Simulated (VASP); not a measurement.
A run of VASP 6.6.1 is set up as follows.

File INCAR:

```
PREC = Accurate
ENCUT = 520
EDIFF = 1E-7
ISMEAR = 0
SIGMA = 0.05
LREAL = False
LASPH = True
NELM = 150
ALGO = Normal
ISIF = 2
LWAVE = False
LCHARG = False
ISPIN = 2
MAGMOM = 0 0 0 0 0 0 0 0 1
LORBIT = 11
LDIPOL = True
IDIPOL = 3
DIPOL = 0.5 0.5 0.319
GGA = PE
NBANDS = 30
```

File KPOINTS:

```
Automatic mesh
0
Gamma
  9 5 1
```

Contents of POSCAR:

```
Si4HC4
1.0
    3.0920147307      0.0000000000      0.0000000000
    0.0000000000      5.0738209340      0.0000000000
    0.0000000000      0.0000000000     18.9686857191
Si C H
4 4 1
Direct
    0.0000000000      0.9954360513      0.2108738612
    0.5000000000      0.4954360513      0.2579297186
    0.5000000000      0.9936728499      0.3565277206
    0.0000000000      0.4650509319      0.3853429995
    0.0000000000      0.6195639487      0.2108738612
    0.5000000000      0.1195639487      0.2579297186
    0.5000000000      0.6250367811      0.3569005390
    0.0000000000      0.1238202602      0.3937376490
    0.0000000000      0.9571535936      0.4385266935
```

Potentials or basis: VASP PAW PBE potentials, release 64 (Si, C, H).

Command:

```bash
$ cat potpaw_PBE.64/Si/POTCAR potpaw_PBE.64/C/POTCAR potpaw_PBE.64/H/POTCAR > POTCAR
$ mpirun -np 1 vasp_std > vasp.out
```

**Question.** What does it give for the net moment?

**Answer.** 0.36 μB per cell.

**Question.** Predict the largest force.

**Answer.** 4.276 eV/Å.

Forces on the atoms (eV/Å):
```
Si   0.000 -1.897  1.400
Si   0.000  0.630 -2.898
Si   0.000 -0.677 -3.967
Si   0.000  2.740  0.886
C    0.000  1.144  1.588
C    0.000  0.210  0.430
C    0.000 -0.458  0.183
C    0.000 -3.564  2.363
H    0.000  1.872  0.015
```
